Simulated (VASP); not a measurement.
Write the native input for VASP 6.6.1 that does the following.

```yaml
Task: single point
Functional: LDA
Potentials_or_basis: VASP PAW LDA potentials, release 64 (Ba_sv, Ti_sv, O)
Cutoff: 520 eV
k_mesh: 7 × 7 × 7
Occupations: fermi-dirac, width 0.05 eV
Spin: no spin polarisation
Dipole_correction: no
Further_INCAR_settings: ALGO = Normal; EDIFF = 1e-06; NBANDS = 28
```

The structure of BaTiO3 lies in POSCAR:

```
BaTiO3
1.0
    4.0262895137      0.0000000000      0.0000000000
    0.0000000000      4.0262895137      0.0000000000
    0.0000000000      0.0000000000      4.0446100470
Ba Ti O
1 1 3
Direct
    0.0000000000      0.0000000000      0.0000000000
    0.5000000000      0.5000000000      0.4900000000
    0.0000000000      0.5000000000      0.5170000000
    0.5000000000      0.0000000000      0.5170000000
    0.5000000000      0.5000000000      0.0190000000
```

This cell differs from its parent crystal: volume scaled by 1.02.

The input as run:

INCAR

```
SYSTEM = BaTiO3
ALGO = Normal
EDIFF = 1E-6
ENCUT = 520
GGA = CA
ISIF = 2
ISMEAR = -1
LASPH = .True.
LCHARG = .False.
LREAL = .False.
LWAVE = .False.
NBANDS = 28
NELM = 60
PREC = Accurate
SIGMA = 0.05
```

KPOINTS

```
k-points
0
Gamma
  7 7 7
  0 0 0
```

Potentials or basis: VASP PAW LDA potentials, release 64 (Ba_sv, Ti_sv, O).

Command:

```console
$ cat potpaw_LDA.64/Ba_sv/POTCAR potpaw_LDA.64/Ti_sv/POTCAR potpaw_LDA.64/O/POTCAR > POTCAR
$ mpirun -np 1 vasp_std > vasp.out
```

It gave:

* Pressure: -9.6 GPa
* Largest force: 0.484 eV/Å
* Band gap on the k mesh: 1.74 eV, indirect (least direct gap 1.95 eV)

Caveat: spin-orbit coupling is left out, which moves the levels of the heavy elements.

It took 31 s on 1 thread of Intel(R) Xeon(R) 6975P-C (Granite Rapids) (shared host), peak memory 0.19 GiB.
